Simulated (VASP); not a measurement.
## BaSb7O12 (a cell with a defect): electric field gradients with r2SCAN

The system is BaSb7O12 (a cell with a defect).

```xyz
20
Lattice="0.0000 5.5700 5.5700 5.5700 0.0000 5.5700 5.5700 5.5700 0.0000" Properties=species:S:1:pos:R:3 pbc="T T T"
Ba    9.6259    9.6259    9.6259
Sb    4.2217    7.1354    7.1354
Sb    6.8654    6.8654    9.7601
Sb    7.1354    4.2217    7.1354
Sb    9.7601    6.8654    6.8654
Sb    4.1539    4.1539    4.1539
Sb    6.8654    9.7601    6.8654
Sb    7.1354    7.1354    4.2217
O     1.9287    5.4327    5.4327
O     2.8678    4.9993    2.8678
O     8.4766    5.7685    5.7685
O     2.8845    0.7551    2.8845
O     5.4327    1.9287    5.4327
O     2.8678    2.8678    4.9993
O     5.7685    8.4766    5.7685
O     2.8845    2.8845    0.7551
O     0.7551    2.8845    2.8845
O     5.4327    5.4327    1.9287
O     4.9993    2.8678    2.8678
O     5.7685    5.7685    8.4766
```

```
Program                : VASP 6.6.1
Task                   : electric field gradients
Functional             : r2SCAN
Potentials or basis    : VASP PAW PBE potentials, release 64 (Ba_sv, Sb_d_GW, O)
Cutoff                 : 580 eV
k mesh                 : 3 × 3 × 3
Occupations            : fermi-dirac, width 0.01 eV
Spin                   : collinear spin
Starting moments       : [1.0, 0.0, 0.0, 0.0, 0.0, 0.0, 0.0, 0.0, 0.0, 0.0, 0.0, 0.0, 0.0, 0.0, 0.0, 0.0, 0.0, 0.0, 0.0, 0.0] μB
Dipole correction      : no
Further INCAR settings : LREAL = Auto; ALGO = Normal; EDIFF = 1e-07; NBANDS = 114
```

- Pressure: -2.4 GPa
- Largest force: 0.449 eV/Å
- Band gap on the k mesh: zero (filled and empty bands overlap)
- Net moment: 1.00 μB per cell
- Site moments: Ba -0.00; Sb +0.09, +0.00, -0.00 (each value once); O +0.01, +0.00, +0.10, +0.06 (each value once) μB
- Largest electric field gradient by atom: Ba +182.7; Sb -268.1, -369.6, -380.1 (each value once); O +112.2, +99.3, +69.0, +111.0 (each value once) V/Å²
- Valence electrons inside the program's atomic spheres: Ba 7.90; Sb 12.47, 12.54, 12.52 (each value once); O 5.06, 5.07, 5.00, 5.04 (each value once)

Forces in eV/Å, atoms in the order of the input:
```
Ba  -0.080 -0.080 -0.080
Sb  -0.119  0.245  0.245
Sb  -0.291 -0.291  0.177
Sb   0.245 -0.119  0.245
Sb   0.177 -0.291 -0.291
Sb  -0.248 -0.248 -0.248
Sb  -0.291  0.177 -0.291
Sb   0.245  0.245 -0.119
O   -0.325  0.009  0.009
O   -0.049 -0.371 -0.049
O    0.187  0.275  0.275
O   -0.008  0.418 -0.008
O    0.009 -0.325  0.009
O   -0.049 -0.049 -0.371
O    0.275  0.187  0.275
O   -0.008 -0.008  0.418
O    0.418 -0.008 -0.008
O    0.009  0.009 -0.325
O   -0.371 -0.049 -0.049
O    0.275  0.275  0.187
```

Stress tensor (GPa, compression positive):
```
-2.40  0.29  0.29
 0.29 -2.40  0.29
 0.29  0.29 -2.40
```

Levels at points of the mesh, in eV from the Fermi level:
Spin up:
```csv
k point,band 90,band 91,band 92,band 93,band 94,band 95,band 96,band 97,band 98,band 99
"(0.00, 0.00, 0.00)",-0.93,-0.93,-0.81,-0.32,-0.32,2.61,2.61,3.60,3.96,3.96
```
Spin down:
| k point | band 91 | band 92 | band 93 | band 94 | band 95 | band 96 |
| --- | --- | --- | --- | --- | --- | --- |
| (0.00, 0.00, 0.00) | -0.89 | -0.66 | 0.10 | 0.10 | 2.65 | 2.65 |

Electric field gradients, principal values (V/Å²):
```
atom    least   middle  greatest (by size)
1 Ba  -91.333  -91.333             182.665
2 Sb  129.296  138.793            -268.089
3 Sb  123.712  245.915            -369.627
4 Sb  129.296  138.793            -268.089
5 Sb  123.712  245.915            -369.627
6 Sb  190.066  190.066            -380.133
7 Sb  123.712  245.915            -369.627
8 Sb  129.296  138.793            -268.089
 9 O  -18.263  -93.953             112.216
10 O   -0.370  -98.952              99.321
11 O   -8.305  -60.683              68.988
12 O  -19.900  -91.103             111.003
13 O  -18.263  -93.953             112.216
14 O   -0.370  -98.952              99.321
15 O   -8.305  -60.683              68.988
16 O  -19.900  -91.103             111.003
17 O  -19.900  -91.103             111.003
18 O  -18.263  -93.953             112.216
19 O   -0.370  -98.952              99.321
20 O   -8.305  -60.683              68.988
```

It took 65 min on 1 thread of Intel(R) Xeon(R) 6975P-C (Granite Rapids) (shared host), peak memory 1.1 GiB.

Caveat: without QUAD_EFG the Cq values of the log hold for a quadrupole moment of 1 mb, not for the nuclei; the PAW data sets were made with another functional, which shifts forces and pressure a little; spin-orbit coupling is left out, which moves the levels of the heavy elements.
